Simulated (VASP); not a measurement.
## Re: single point with LDA

Re:

```xyz
2
Lattice="2.9313 0.0000 0.0000 -1.4656 2.2512 0.0000 0.0000 0.0000 4.4736" Properties=species:S:1:pos:R:3 pbc="T T T"
Re    0.0000    1.5008    1.1184
Re    1.4656    0.7504    3.3552
```

This cell differs from its parent crystal: strain +0.0600 x Voigt [1, -1, 0, 0, 0, 0].

```json
{
 "Program": "VASP 6.6.1",
 "Task": "single point",
 "Functional": "LDA",
 "Potentials or basis": "VASP PAW LDA potentials, release 64 (Re)",
 "Cutoff": "520 eV",
 "k mesh": "21 × 21 × 12",
 "Occupations": "gaussian, width 0.15 eV",
 "Spin": "no spin polarisation",
 "Dipole correction": "no",
 "Further INCAR settings": "ALGO = Fast; EDIFF = 1e-07; NBANDS = 14"
}
```

```yaml
Pressure: -6.9 GPa
Largest_force: 0.311 eV/Å
Band_gap_on_the_k_mesh: zero (bands 7 and 8 overlap by 3.18 eV)
```

Forces in eV/Å, atoms in the order of the input:
```
Re   0.000 -0.311  0.000
Re   0.000  0.311  0.000
```

Stress tensor (GPa, compression positive):
```
-20.12   0.00   0.00
  0.00  10.82   0.00
  0.00   0.00 -11.28
```

Levels at points of the mesh, in eV from the Fermi level:
| k point | band 5 | band 6 | band 7 | band 8 | band 9 | band 10 |
| --- | --- | --- | --- | --- | --- | --- |
| (0.00, 0.00, 0.00) | -1.80 | -0.30 | -0.20 | 0.35 | 0.40 | 0.59 |
| (0.00, 0.00, 0.50) | -2.55 | -2.55 | -0.61 | -0.61 | 2.02 | 2.02 |

It took 3.6 min on 1 thread of Intel(R) Xeon(R) Platinum 8375C CPU @ 2.90GHz (Ice Lake) (shared host), peak memory 0.39 GiB.

Caveat: the cell differs from its parent crystal (strain +0.0600 x Voigt [1, -1, 0, 0, 0, 0]); the stress differs along the axes, from -20 to 11 GPa; spin-orbit coupling is left out, which moves the levels of the heavy elements.
